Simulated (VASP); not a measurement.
Set up this calculation in VASP 6.6.1, as the native input.

- Task: single point
- Functional: PBEsol
- Potentials or basis: VASP PAW PBE potentials, release 64 (Fe)
- Cutoff: 520 eV
- k mesh: 16 × 16 × 9
- Occupations: fermi-dirac, width 0.1 eV
- Spin: collinear spin, ferromagnetic start
- Starting moments: [0.93, 0.93] μB
- Fixed moment: 1.7 μB
- Dipole correction: no
- Further INCAR settings: ALGO = Normal; EDIFF = 1e-06; NBANDS = 19

The structure of Fe lies in POSCAR:

```
Fe
1.0
    2.3470000000      0.0000000000      0.0000000000
   -1.1735000000      2.0325616200      0.0000000000
    0.0000000000      0.0000000000      3.7970000000
Fe
2
Direct
    0.3333333333      0.6666666667      0.2500000000
    0.6666666667      0.3333333333      0.7500000000
```

This isn't the form of Fe at room conditions, which is bcc.

The input as run:

INCAR

```
PREC = Accurate
ENCUT = 520
EDIFF = 1E-6
ISMEAR = -1
SIGMA = 0.1
LREAL = False
LASPH = True
NELM = 150
ALGO = Normal
ISIF = 2
LWAVE = False
LCHARG = False
ISPIN = 2
MAGMOM = 0.93 0.93
LORBIT = 11
NUPDOWN = 1.7
LMAXMIX = 4
GGA = PS
NBANDS = 19
```

KPOINTS

```
Automatic mesh
0
Gamma
  16 16 9
```

Potentials or basis: VASP PAW PBE potentials, release 64 (Fe).

Run with:

```bash
$ cat potpaw_PBE.64/Fe/POTCAR > POTCAR
$ mpirun -np 1 vasp_std > vasp.out
```

It gave:

| Item | Value |
| --- | --- |
| Pressure | 39.4 GPa |
| Net moment | 1.70 μB per cell |
| Site moments | Fe +0.83 μB |
| Valence electrons inside the program's atomic spheres | Fe 7.86 |

Caveat: the cell stands under pressure; the PAW data sets were made with another functional, which shifts forces and pressure a little; the total moment is fixed, so each spin has its own Fermi level.

It took 2.4 min on 1 thread of AMD EPYC 7R13, with other jobs on the host, peak memory 0.16 GiB.
